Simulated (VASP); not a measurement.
Input of a VASP 6.6.1 run:

Contents of INCAR:

```
PREC     = Accurate       # precision mode
ENCUT    = 520            # plane-wave cutoff, eV
EDIFF    = 1E-6           # SCF threshold, eV
ISMEAR   = 0              # smearing method
SIGMA    = 0.15           # smearing width, eV
LREAL    = False          # projectors in reciprocal space
LASPH    = True           # aspherical terms in the spheres
NELM     = 100            # most SCF steps
ALGO     = Fast           # electronic algorithm
ISIF     = 2              # what is computed and relaxed
LWAVE    = False          # write WAVECAR
LCHARG   = False          # write CHGCAR
GGA      = PS             # functional
NBANDS   = 12             # bands
```

Contents of KPOINTS:

```
Automatic mesh
0
Gamma
  20 20 20
```

File POSCAR:

```
Ti
1.0
    0.0761250000      2.0300000000      2.0300000000
    2.0300000000      0.0761250000      2.0300000000
    2.1061250000      2.1061250000      0.0000000000
Ti
1
Direct
    0.0000000000      0.0000000000      0.0000000000
```

Potentials or basis: VASP PAW PBE potentials, release 64 (Ti_sv).

The run is started by

```bash
$ cat potpaw_PBE.64/Ti_sv/POTCAR > POTCAR
$ mpirun -np 1 vasp_std > vasp.out
```

Q: Estimate the band gap on the k mesh.

A: Zero (band 6 reaches 9.23 eV, above the bottom of band 7 at 8.06 eV).

Q: Estimate the pressure.

A: -0.4 GPa.

Stress tensor (GPa, compression positive):
```
-0.24 -4.31  0.00
-4.31 -0.24  0.00
 0.00  0.00 -0.58
```

Caveat: the cell differs from its parent crystal (strain +0.0750 x Voigt [0, 0, 0, 0, 0, 1]); the PAW data sets were made with another functional, which shifts forces and pressure a little.
